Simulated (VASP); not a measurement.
The system is Pt.

```
Pt
1.0
    -1.58062    1.58062    1.58062
     1.58062   -1.58062    1.58062
     1.58062    1.58062   -1.58062
Pt
1
Direct
  0.00000 0.00000 0.00000
```

Base run:

- Program: VASP 6.6.1
- Functional: BLYP
- Dispersion: D4
- Potentials or basis: VASP PAW PBE potentials, release 64 (Pt)
- Cutoff: 520 eV
- k mesh: 12 × 12 × 12
- Occupations: fermi-dirac, width 0.05 eV
- Spin: no spin polarisation

Its results: band gap on the k mesh zero (band 5 reaches 11.80 eV, above the bottom of band 6 at 9.62 eV); pressure 1.2 GPa.

Question: The run is repeated on the same cell with these changes: potentials or basis from VASP PAW PBE potentials, release 64 (Pt) to VASP PAW PBE potentials, release 64 (Pt_sv_GW); cutoff from 520 eV to 500 eV; further incar settings from ALGO = Normal; EDIFF = 1e-06; NBANDS = 11 to ALGO = Normal; EDIFF = 1e-06; NBANDS = 15; valence electrons from 10 to 18. What comes out?

Answer: Band gap on the k mesh zero (band 9 reaches 11.29 eV, above the bottom of band 10 at 9.12 eV); pressure -1.8 GPa.

Caveats: the PAW data sets were made with another functional, which shifts forces and pressure a little; spin-orbit coupling is left out, which moves the levels of the heavy elements; pairwise dispersion overbinds metals, which lowers pressure and volume.
